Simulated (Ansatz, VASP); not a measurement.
**AlCo in VASP and in Ansatz**

```
Co Al
1.0
     0.00000    2.39436    2.39436
     2.39436    0.00000    2.39436
     2.39436    2.39436    0.00000
Co Al
1 1
Cartesian
  0.0000 0.0000 0.0000
  2.3944 2.3944 2.3944
```

Alike in both runs: functional PBE; k mesh 15 × 15 × 15; occupations fermi-dirac, width 0.05 eV; no spin polarisation.

Ansatz relaxed the structure, and its values are those at the end. VASP's run is a single point on that final structure, the one shown.

```csv
,VASP,Ansatz
version,VASP 6.6.1,Ansatz 0.2.0
potentials or method,"VASP PAW PBE potentials, release 64 (Co, Al)","PAW with Ansatz's default frozen-core files, scalar-relativistic"
plane-wave cutoff (eV),520,420
valence electrons in the cell,12,20
```

VASP gave:

```
pressure (GPa) : -0.1
```

Question: Which values does Ansatz return?

Answer: Pressure (GPa): 0.0.

VASP's potentials hold 12 valence electrons a cell and Ansatz's 20, so a difference there can come from the potentials and not from the codes.
